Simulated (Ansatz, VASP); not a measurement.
# Na: VASP beside Ansatz

```
CELL_PARAMETERS angstrom
-1.99264 1.99264 2.39117
1.99264 -1.99264 2.39117
1.99264 1.99264 -2.39117
ATOMIC_POSITIONS crystal
Na 0.00000 0.00000 0.00000
```

Alike in both runs: task single point; functional PBE; k mesh 18 × 18 × 18; occupations gaussian, width 0.15 eV; no spin polarisation.

|  | VASP | Ansatz |
| --- | --- | --- |
| version | VASP 6.6.1 | Ansatz 0.2.0 |
| potentials or method | VASP PAW PBE potentials, release 64 (Na_pv), cutoff 520 eV | scalar-relativistic, plane waves, PAW |
| valence electrons in the cell | 7 | 9 |

Ansatz gave:

- gap on the k mesh at the Fermi level (eV): none
- pressure (GPa): -0.2

Problem. What did VASP give for the same quantities?

Solution. gap on the k mesh at the Fermi level (eV): none; pressure (GPa): -0.3.

A gap of «none» marks a metal or a gap that the smearing closes. The functional is the same, so the differences come from potentials, cutoffs and numerics. VASP's potentials hold 7 valence electrons a cell and Ansatz's 9, so a difference there can come from the potentials and not from the codes.
